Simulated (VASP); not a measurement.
# AgRh (P-6m2) in VASP: single point with LDA

Aim: the single point of AgRh with LDA.

All numbers are computed with VASP 6.6.1; they aren't measurements. Logs are shortened: lines on timing, memory, paths and dates and some standing lists are left out, and cuts for length are marked.

## (1) The cell of the first run

It takes space group P-6m2 (No. 187, hexagonal). The conventional cell has a = 2.778 Å, b = 2.778 Å, c = 4.809 Å, α = 90.00°, β = 90.00°, γ = 120.00°. Ag (site symmetry -6m2) has 6 Ag at 2.78 Å and 6 Rh at 2.89 Å within 3.7 Å. Within 3.7 Å of Rh (site symmetry -6m2) lie 6 Rh at 2.78 Å and 6 Ag at 2.89 Å.

## (2) Single point, LDA

Input file INCAR:

```
ALGO = Normal
EDIFF = 1E-6
ENCUT = 500
GGA = CA
GGA_COMPAT = False
ISIF = 2
ISMEAR = 0
LASPH = True
LCHARG = True
LELF = True
LREAL = False
LVHAR = True
LWAVE = False
NBANDS = 20
NELM = 120
PREC = Accurate
SIGMA = 0.1
```

Input file KPOINTS:

```
k-points
0
Gamma
  8 8 4
```

Input file POSCAR:

```
AgRh
1.0
    2.7775900000      0.0000000000      0.0000000000
   -1.3887900000      2.4054600000      0.0000000000
    0.0000000000      0.0000000000      4.8086000000
Ag Rh
1 1
Direct
    0.0000000000      0.0000000000      0.5000000000
    0.6666666667      0.3333333333      0.0000000000
```

Potentials or basis: VASP PAW LDA potentials, release 64 (Ag, Rh_pv).

Run with:

```sh
cat potpaw_LDA.64/Ag/POTCAR potpaw_LDA.64/Rh_pv/POTCAR > POTCAR
mpirun -np 1 vasp_std > vasp.out
```

OUTCAR:

```text
EDIFF = 1E-6
   ENCUT = 500
   GGA = CA
   ISIF = 2
   ISMEAR = 0
   LASPH = True
   LREAL = False
   NELM = 120
   PREC = Accurate

 ion  position               nearest neighbor table
   1  0.000  0.000  0.500-   2 2.89   2 2.89   2 2.89   2 2.89   2 2.89   2 2.89
   2  0.667  0.333  0.000-   1 2.89   1 2.89   1 2.89   1 2.89   1 2.89   1 2.89

  LATTYP: Found a hexagonal cell.
 ALAT       =     2.7775900000
 C/A-ratio  =     1.7312130300

  Lattice vectors:

 A1 = (   2.7775900000,   0.0000000000,   0.0000000000)
 A2 = (  -1.3887900000,   2.4054600000,   0.0000000000)
 A3 = (   0.0000000000,   0.0000000000,   4.8086000000)

Analysis of symmetry for initial positions (statically):
=====================================================================
 Subroutine PRICEL returns:
 Original cell was already a primitive cell.

 Routine SETGRP: Setting up the symmetry group for a
 hexagonal supercell.

 Subroutine GETGRP returns: Found 12 space group operations
 (whereof 12 operations were pure point group operations)
 out of a pool of 24 trial point group operations.

The static configuration has the point symmetry D_3h.

Analysis of symmetry for dynamics (positions and initial velocities):
=====================================================================
 Subroutine PRICEL returns:
 Original cell was already a primitive cell.

 Routine SETGRP: Setting up the symmetry group for a
 hexagonal supercell.

 Subroutine GETGRP returns: Found 12 space group operations
 (whereof 12 operations were pure point group operations)
 out of a pool of 24 trial point group operations.

The dynamic configuration has the point symmetry D_3h.

 Subroutine INISYM returns: Found 12 space group operations
 (whereof 12 operations are pure point group operations),
 and found     1 'primitive' translations

----------------------------------------------------------------------------------------

                                     Primitive cell

  volume of cell :      32.1281

  direct lattice vectors                    reciprocal lattice vectors
     2.777590000  0.000000000  0.000000000     0.360024338  0.207859702  0.000000000
    -1.388790000  2.405460000  0.000000000     0.000000000  0.415720902  0.000000000
     0.000000000  0.000000000  4.808600000     0.000000000  0.000000000  0.207960737

  length of vectors
     2.777590000  2.777584468  4.808600000     0.415720074  0.415720902  0.207960737

  position of ions in fractional coordinates (direct lattice)
     0.000000000  0.000000000  0.500000000
     0.666666667  0.333333333  0.000000000

  ion indices of the primitive-cell ions
   primitive index   ion index
                 1           1
                 2           2

----------------------------------------------------------------------------------------

 KPOINTS: k-points

Automatic generation of k-mesh.
 Grid dimensions read from file:
 generate k-points for:    8    8    4

 Generating k-lattice:

  Cartesian coordinates                     Fractional coordinates (reciprocal lattice)
     0.045003042  0.025982463  0.000000000     0.125000000  0.000000000  0.000000000
     0.000000000  0.051965113  0.000000000     0.000000000  0.125000000  0.000000000
     0.000000000  0.000000000  0.051990184     0.000000000  0.000000000  0.250000000

  Length of vectors
     0.051965009  0.051965113  0.051990184

  Shift w.r.t. Gamma in fractional coordinates (k-lattice)
     0.000000000  0.000000000  0.000000000

 Subroutine IBZKPT returns following result:
 ===========================================

 Found     30 irreducible k-points:

 Following reciprocal coordinates:
            Coordinates               Weight
  0.000000  0.000000  0.000000      1.000000
  0.125000 -0.000000  0.000000      6.000000
  0.250000 -0.000000  0.000000      6.000000
  0.375000 -0.000000  0.000000      6.000000
  0.500000 -0.000000  0.000000      3.000000
  0.125000  0.125000  0.000000      6.000000
[... 16 lines left out ...]
  0.250000 -0.000000  0.500000      6.000000
  0.375000 -0.000000  0.500000      6.000000
 [... further k-points ...]
   k-points           NKPTS =     30   k-points in BZ     NKDIM =     30   number of bands    NBANDS=     20
   number of dos      NEDOS =    301   number of ions     NIONS =      2
   total plane-waves  NPLWV =  14400
   dimension x,y,z NGX =    20 NGY =   20 NGZ =   36
   dimension x,y,z NGXF=    40 NGYF=   40 NGZF=   72
   ions per type =               1   1
   NGX,Y,Z   is equivalent  to a cutoff of  11.97, 11.97, 12.45 a.u.
   NGXF,Y,Z  is equivalent  to a cutoff of  23.94, 23.94, 24.89 a.u.
 SYSTEM =  unknown system
   PREC   = accura    normal or accurate (medium, high low for compatibility)
   ISTART =      0    job   : 0-new  1-cont  2-samecut
   ICHARG =      2    charge: 1-file 2-atom 10-const
   ISPIN  =      1    spin polarized calculation?
   LNONCOLLINEAR =      F non collinear calculations
   LSORBIT =      F    spin-orbit coupling
   LASPH  =      T    aspherical Exc in radial PAW
   ENCUT  =  500.0 eV  36.75 Ry    6.06 a.u.   5.06  5.06  8.77*2*pi/ulx,y,z
   NELM   =    120;   NELMIN=  2; NELMDL= -5     # of ELM steps
   EDIFF  = 0.1E-05   stopping-criterion for ELM
   LREAL  =      F    real-space projection
   EDIFFG = 0.1E-04   stopping-criterion for IOM
   NSW    =      0    number of steps for IOM
   IBRION =     -1    ionic relax: 0-MD 1-quasi-New 2-CG
   NFREE  =      0    steps in history (QN), initial steepest desc. (CG)
   ISIF   =      2    stress and relaxation
   ISYM   =      2    0-nonsym 1-usesym 2-fastsym
   POTIM  = 0.5000    time-step for ionic-motion
   TEBEG  =    0.0;   TEEND  =   0.0 temperature during run
   PSTRESS=    0.0 pullay stress
   NELECT =      26.0000    total number of electrons
   NUPDOWN=      -1.0000    fix difference up-down
   EMIN   =  10.00;   EMAX   =-10.00  energy-range for DOS
   EFERMI =   0.00;   METHOD = LEGACY
   ISMEAR =     0;   SIGMA  =   0.10  broadening in eV -4-tet -1-fermi 0-gaus
   EFERMI_NEDOS =   21; number of points for ismear=-14 and -15
   IALGO  =     38    algorithm
   IMIX   =      4    mixing-type and parameters
     AMIX     =   0.40;   BMIX     =  1.00
     AMIX_MAG =   1.60;   BMIX_MAG =  1.00
  volume/ion in A,a.u.               =      16.06       108.41
  Fermi-wavevector in a.u.,A,eV,Ry     =   1.525589  2.882946 31.666509  2.327423
  Thomas-Fermi vector in A             =   2.633739
   LORBIT       =      0    0 simple, 1 ext, 2 COOP (PROOUT), +10 PAW based schemes
   GGA     = CA    functional components
   LHFCALC =     F    Hartree Fock is set to
   AEXX    =    0.0000 exact exchange contribution
   IVDW    =     0    specifies the selected vdW correction
   LEPSILON=     F    determine dielectric tensor
   LRPA    =     F    only Hartree local field effects (RPA)
 non-spin polarized calculation
 Gauss-broadening in eV      SIGMA  =   0.10
  energy-cutoff  :      500.00
  volume of cell :       32.13
 maximum number of plane-waves:       837
   NGX = 11   NGY = 11   NGZ = 17

 number of electron      26.0000001 magnetization

 Free energy of the ion-electron system (eV)
  ---------------------------------------------------
  ext. energy  EPLUGINS =         0.00000000
  ---------------------------------------------------
  free energy    TOTEN  =       -11.75843098 eV

  energy without entropy =      -11.74008529  energy(sigma->0) =      -11.74925813

 E-fermi :   8.5785     XC(G=0): -13.1463

 val. band max:        8.5620805173   @ k =   0.1250   0.1250   0.0000
 cond. band min:       8.5797473679   @ k =   0.1250  -0.0000   0.5000
 fundamental gap:      0.0176668506
 Fermi energy:         8.5784882091

 k-point     1 :       0.0000    0.0000    0.0000
  band No.  band energies     occupation
      1     -36.8799      2.00000
      2     -36.8564      2.00000
      3     -36.8564      2.00000
      4       1.3511      2.00000
      5       2.8405      2.00000
      6       4.3348      2.00000
[... 12 lines left out ...]
     19      27.3530      0.00000
     20      29.7016      0.00000

 k-point     2 :       0.1250   -0.0000    0.0000
  band No.  band energies     occupation
      1     -36.9168      2.00000
      2     -36.8719      2.00000
      3     -36.8710      2.00000
      4       1.8329      2.00000
      5       3.1156      2.00000
      6       4.1655      2.00000
[... 12 lines left out ...]
     19      26.6103      0.00000
     20      27.3508      0.00000

 k-point     3 :       0.2500   -0.0000    0.0000
  band No.  band energies     occupation
      1     -37.0611      2.00000
      2     -36.9061      2.00000
      3     -36.8525      2.00000
      4       2.8273      2.00000
      5       3.4891      2.00000
      6       4.2167      2.00000
[... 12 lines left out ...]
     19      25.3854      0.00000
     20      26.7751      0.00000

 k-point     4 :       0.3750   -0.0000    0.0000
  band No.  band energies     occupation
      1     -37.2031      2.00000
      2     -36.9409      2.00000
      3     -36.8331      2.00000
      4       2.7619      2.00000
      5       3.5525      2.00000
      6       3.8741      2.00000
[... 12 lines left out ...]
     19      22.6108      0.00000
     20      23.0115      0.00000

 k-point     5 :       0.5000   -0.0000    0.0000
  band No.  band energies     occupation
      1     -37.2613      2.00000
      2     -36.9553      2.00000
      3     -36.8250      2.00000
      4       2.6158      2.00000
      5       3.3145      2.00000
      6       3.9118      2.00000
[... 12 lines left out ...]
     19      20.9658      0.00000
     20      21.2915      0.00000

 k-point     6 :       0.1250    0.1250    0.0000
  band No.  band energies     occupation
      1     -37.0124      2.00000
      2     -36.9026      2.00000
      3     -36.8582      2.00000
      4       2.6811      2.00000
      5       3.5234      2.00000
      6       3.8876      2.00000
[... 12 lines left out ...]
     19      26.4970      0.00000
     20      27.2572      0.00000

 k-point     7 :       0.2500    0.1250    0.0000
  band No.  band energies     occupation
      1     -37.1408      2.00000
      2     -36.9523      2.00000
      3     -36.8388      2.00000
      4       3.2190      2.00000
      5       3.8285      2.00000
      6       3.8976      2.00000
[... 12 lines left out ...]
     19      24.1049      0.00000
     20      25.3977      0.00000
[... 277 lines left out ...]
 k-point    20 :       0.3750    0.2500    0.2500
  band No.  band energies     occupation
      1     -37.1892      2.00000
      2     -37.0815      2.00000
      3     -36.8192      2.00000
      4       3.4969      2.00000
      5       3.7604      2.00000
      6       4.1671      2.00000
[... 12 lines left out ...]
     19      20.4914      0.00000
     20      23.3303      0.00000

 k-point    21 :       0.0000    0.0000    0.5000
  band No.  band energies     occupation
      1     -36.8813      2.00000
      2     -36.8564      2.00000
      3     -36.8564      2.00000
      4       2.2630      2.00000
      5       3.3510      2.00000
      6       4.2997      2.00000
[... 12 lines left out ...]
     19      25.8805      0.00000
     20      29.3566      0.00000

 k-point    22 :       0.1250   -0.0000    0.5000
  band No.  band energies     occupation
      1     -36.9168      2.00000
      2     -36.8731      2.00000
      3     -36.8710      2.00000
      4       2.6878      2.00000
      5       3.6706      2.00000
      6       4.1284      2.00000
[... 12 lines left out ...]
     19      25.5582      0.00000
     20      27.4673      0.00000

 k-point    23 :       0.2500   -0.0000    0.5000
  band No.  band energies     occupation
      1     -37.0609      2.00000
      2     -36.9061      2.00000
      3     -36.8531      2.00000
      4       3.1456      2.00000
      5       3.5952      2.00000
      6       4.1154      2.00000
[... 12 lines left out ...]
     19      23.0223      0.00000
     20      26.6361      0.00000

 k-point    24 :       0.3750   -0.0000    0.5000
  band No.  band energies     occupation
      1     -37.2029      2.00000
      2     -36.9410      2.00000
      3     -36.8332      2.00000
      4       2.8343      2.00000
      5       3.1859      2.00000
      6       4.0221      2.00000
[... 12 lines left out ...]
     19      23.0228      0.00000
     20      24.7751      0.00000

 [... further k-points ...]

------------------------ aborting loop because EDIFF is reached ----------------------------------------

  FORCE on cell =-STRESS in cart. coord.  units (eV):
  Direction    XX          YY          ZZ          XY          YZ          ZX
  --------------------------------------------------------------------------------------
  -------------------------------------------------------------------------------------
  Total       -3.0120786     -3.0120698     -3.0987850     -0.0000063      0.0000000      0.0000000
  in kB     -150.2076150   -150.2071777   -154.5315290     -0.0003122      0.0000000      0.0000000
  external PRESSURE =    -151.6487739 kB  Pullay stress =       0.0000000 kB

 VOLUME and BASIS-vectors are now :
 -----------------------------------------------------------------------------
  energy-cutoff  :      500.00
  volume of cell :       32.13
      direct lattice vectors                 reciprocal lattice vectors
     2.777590000  0.000000000  0.000000000     0.360024338  0.207859702  0.000000000
    -1.388790000  2.405460000  0.000000000     0.000000000  0.415720902  0.000000000
     0.000000000  0.000000000  4.808600000     0.000000000  0.000000000  0.207960737

 POSITION                                       TOTAL-FORCE (eV/Angst)
 -----------------------------------------------------------------------------------
      0.00000      0.00000      2.40430         0.000000      0.000000      0.000000
      1.38880      0.80182      0.00000        -0.000000      0.000000      0.000000
 -----------------------------------------------------------------------------------
    total drift:                               -0.000003     -0.000002      0.000000

  FREE ENERGIE OF THE ION-ELECTRON SYSTEM (eV)
  ---------------------------------------------------
  free  energy   TOTEN  =       -11.7584309815 eV

  energy  without entropy=      -11.7400852852  energy(sigma->0) =      -11.74925813
```

Wall time 14 s (1 thread of Intel Xeon 8259CL, shared host); peak memory 0.14 GiB.

What came out:

* Free energy: -11.7584 eV
* Pressure: -15.2 GPa
* Band gap on the k mesh: zero (bands 13 and 14 overlap by 1.37 eV)

Stress tensor (GPa, compression positive):
```
-15.02   0.00   0.00
  0.00 -15.02   0.00
  0.00   0.00 -15.45
```

Levels at points of the mesh, in eV from the Fermi level:
```tsv
k point	band 10	band 11	band 12	band 13	band 14	band 15	band 16	band 17
(0.00, 0.00, 0.00)	-3.06	-1.78	-1.78	0.13	0.13	0.14	5.28	16.66
(0.50, 0.00, 0.00)	-2.15	-1.63	-0.09	1.14	1.84	3.96	8.34	8.61
(0.00, 0.00, 0.50)	-3.14	-2.49	-1.59	-1.59	0.10	0.10	11.53	12.46
(0.50, 0.00, 0.50)	-1.72	-0.59	-0.18	1.14	1.66	2.47	6.41	7.87
```

Caveat: the cell stands under tension.
